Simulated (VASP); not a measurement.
A run of VASP 6.6.1 is set up as follows.

File INCAR:

```
ALGO = Normal
EDIFF = 1E-6
ENCUT = 520
GGA = PE
ISIF = 2
ISMEAR = 0
LASPH = T
LCHARG = T
LELF = T
LREAL = F
LVHAR = T
LWAVE = F
NBANDS = 41
NELM = 60
PREC = Accurate
SIGMA = 0.1
```

The input KPOINTS:

```
k-points
0
Gamma
  6 6 4
```

File POSCAR:

```
La2Zr3O
1.0
    4.9360891300      0.0000000000      0.0000000000
   -2.4680445600      4.2747785800      0.0000000000
    0.0000000000      0.0000000000      6.1651015900
La Zr O
2 3 1
Direct
    0.3333333300      0.6666666700      0.5000000000
    0.6666666700      0.3333333300      0.5000000000
    0.5000000000      0.0000000000      0.0000000000
    0.0000000000      0.5000000000      0.0000000000
    0.5000000000      0.5000000000      0.0000000000
    0.0000000000      0.0000000000      0.0000000000
```

Potentials or basis: VASP PAW PBE potentials, release 64 (La, Zr_sv, O).

Command:

```bash
$ cat potpaw_PBE.64/La/POTCAR potpaw_PBE.64/Zr_sv/POTCAR potpaw_PBE.64/O/POTCAR > POTCAR
$ mpirun -np 1 vasp_std > vasp.out
```

Problem. What does it give for the pressure?

Solution. 19.1 GPa.

Problem. What does it give for the band gap on the k mesh?

Solution. Zero (band 32 reaches 9.74 eV, above the bottom of band 33 at 8.78 eV).

Stress tensor (GPa, compression positive):
```
25.38  0.00  0.00
 0.00 25.38  0.00
 0.00  0.00  6.41
```

Caveat: spin-orbit coupling is left out, which moves the levels of the heavy elements.
